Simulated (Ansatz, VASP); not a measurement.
# Al: VASP beside Ansatz

File POSCAR:

```
Al
1.0
   -1.5514382228      1.5514382228      1.6309991572
    1.5514382228     -1.5514382228      1.6309991572
    1.5514382228      1.5514382228     -1.6309991572
Al
1
Direct
    0.0000000000      0.0000000000      0.0000000000
```

INCAR.step1

```
SYSTEM = Al
  ALGO = Normal
  EDIFF = 1E-4
  ENCUT = 520
  GGA = PE
  ISMEAR = 0
  LASPH = .TRUE.
  LCHARG = .FALSE.
  LREAL = .FALSE.
  LWAVE = .TRUE.
  NBANDS = 8
  NELM = 100
  PREC = Accurate
  SIGMA = 0.15
```

INCAR.step2

```
SYSTEM = Al
  ALGO = Normal
  EDIFF = 1E-6
  ENCUT = 520
  ISIF = 2
  ISMEAR = 0
  ISTART = 1
  LASPH = .TRUE.
  LCHARG = .TRUE.
  LELF = .TRUE.
  LMIXTAU = .TRUE.
  LREAL = .FALSE.
  LVHAR = .TRUE.
  LWAVE = .FALSE.
  METAGGA = R2SCAN
  NBANDS = 8
  NELM = 100
  PREC = Accurate
  SIGMA = 0.15
```

KPOINTS

```
k-points
0
G
  20 20 20
  0 0 0
```

Input for Ansatz:

```yaml
crystal:
  lattice:
    - [-1.5514382228, 1.5514382228, 1.6309991572]
    - [1.5514382228, -1.5514382228, 1.6309991572]
    - [1.5514382228, 1.5514382228, -1.6309991572]
  atoms:
    - { symbol: Al, position: [0.0, 0.0, 0.0] }
basis:
  ecutwfc: 500
kpoints:
  mp_grid: { grid: [20, 20, 20] }
hamiltonian:
  xc: r2scan
scf:
  occupations: { method: gaussian, width: 0.15 }
output:
  forces: true
  stress: true
  eigenvalues: true
```

Change from the starting cell: strain -0.025 along x and y, +0.025 along z, atoms carried along.

Alike in both runs: task single point; functional r2SCAN; k mesh 20 × 20 × 20; occupations gaussian, width 0.15 eV; no spin polarisation.

|  | VASP | Ansatz |
| --- | --- | --- |
| version | VASP 6.6.1 | Ansatz 0.2.0 |
| potentials or method | VASP PAW PBE potentials, release 64 (Al), cutoff 520 eV | scalar-relativistic, plane waves, PAW |
| valence electrons in the cell | 3 | 3 |

```tsv
	VASP	Ansatz	Ansatz less VASP
gap on the k mesh at the Fermi level (eV)	none	none	-
pressure (GPa)	2.4	2.7	+0.34
traceless stress, the component that is largest in VASP (GPa)	1.76	1.76	0.000
```

VASP's potentials were made for PBE, not for r2SCAN. A gap of «none» marks a metal or a gap that the smearing closes. The functional is the same, so the differences come from potentials, cutoffs and numerics.
